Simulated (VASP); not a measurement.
Crystal: MgO.

```
CELL_PARAMETERS angstrom
3.30779 0.00000 0.00000
-1.65389 2.86463 0.00000
0.00000 0.00000 4.98288
ATOMIC_POSITIONS crystal
Mg 0.33333 0.66667 0.00216
Mg 0.66667 0.33333 0.50216
O 0.33333 0.66667 0.40244
O 0.66667 0.33333 0.90244
```

```yaml
Program: VASP 6.6.1
Task: relaxation of cell and atoms
Functional: PBE
Potentials_or_basis: VASP PAW PBE potentials, release 64 (Mg, O)
Cutoff: 600 eV
k_mesh: 9 × 9 × 6
Occupations: gaussian, width 0.02 eV
Spin: no spin polarisation
```

At the start: pressure 2.8 GPa; volume 11.80 Å³/atom.

How do energy, volume and symmetry change on relaxing?

Over 12 steps the energy falls by 3.1 meV/atom and the volume is 12.13 Å³/atom (+2.7 %); space group P6_3mc (No. 186, to 0.05 Å).

Step by step:
| step | energy change (eV) | largest force (eV/Å) | pressure (GPa) | volume (Å³) |
| --- | --- | --- | --- | --- |
| 1 | 0.0000 | 0.0085 | 2.80 | 47.22 |
| 2 | -0.0084 | 0.0385 | -0.81 | 48.64 |
| 3 | -0.0093 | 0.0318 | 0.02 | 48.30 |
| 4 | -0.0093 | 0.0322 | -0.06 | 48.32 |
| 5 | -0.0097 | 0.0342 | -0.06 | 48.34 |
| 6 | -0.0108 | 0.0391 | -0.07 | 48.40 |
| 7 | -0.0120 | 0.0433 | -0.09 | 48.50 |
| 8 | -0.0123 | 0.0090 | 0.07 | 48.47 |
| 9 | -0.0123 | 0.0012 | 0.02 | 48.47 |
| 10 | -0.0123 | 0.0003 | 0.02 | 48.47 |
| 11 | -0.0123 | 0.0003 | 0.01 | 48.48 |
| 12 | -0.0123 | 0.0014 | -0.02 | 48.50 |

Final structure:
```yaml
crystal:
  lattice:
    - [3.31052, 0.00000, 0.00000]
    - [-1.65526, 2.86700, 0.00000]
    - [0.00000, 0.00000, 5.11004]
  atoms:
    - { symbol: Mg, position: [0.33333, 0.66667, 0.00621] }
    - { symbol: Mg, position: [0.66667, 0.33333, 0.50621] }
    - { symbol: O, position: [0.33333, 0.66667, 0.39839] }
    - { symbol: O, position: [0.66667, 0.33333, 0.89839] }
```
